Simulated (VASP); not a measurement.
# KTaO3: single point with PBE

Crystal: KTaO3.

```
K Ta O
1.0
     4.02818    0.00000    0.00000
     0.00000    4.02818    0.00000
     0.00000    0.00000    3.98830
K Ta O
1 1 3
Direct
  0.50000 0.50000 0.50000
  0.00000 0.00000 0.00000
  0.50000 0.00000 0.00000
  0.00000 0.50000 0.00000
  0.00000 0.00000 0.50000
```

This cell differs from its parent crystal: equal xx and yy strain of +1 %.

```yaml
Program: VASP 6.6.1
Task: single point
Functional: PBE
Potentials_or_basis: VASP PAW PBE potentials, release 64 (K_sv, Ta_pv, O)
Cutoff: 520 eV
k_mesh: 5 × 5 × 5
Occupations: fermi-dirac, width 0.01 eV
Spin: no spin polarisation
Dipole_correction: no
Further_INCAR_settings: ALGO = Normal; EDIFF = 1e-06; NBANDS = 27
```

```yaml
Pressure: 2.0 GPa
Band_gap_on_the_k_mesh: 2.23 eV, indirect (least direct gap 2.74 eV)
```

Stress tensor (GPa, compression positive):
```
0.82 0.00 0.00
0.00 0.82 0.00
0.00 0.00 4.40
```

Levels at points of the mesh, in eV from the valence-band top:
```csv
k point,band 16,band 17,band 18,band 19,band 20,band 21,band 22,band 23
"(0.00, 0.00, 0.00)",-0.88,-0.52,-0.52,-0.51,2.23,2.24,2.24,6.53
```

Wall time 16 s on 1 thread of AMD EPYC 9R45 96-Core Processor (Zen 5), on a shared host, peak memory 0.15 GiB.

Caveat: the cell differs from its parent crystal (equal xx and yy strain of +1 %); spin-orbit coupling is left out, which moves the levels of the heavy elements. A k mesh can miss the band edges.
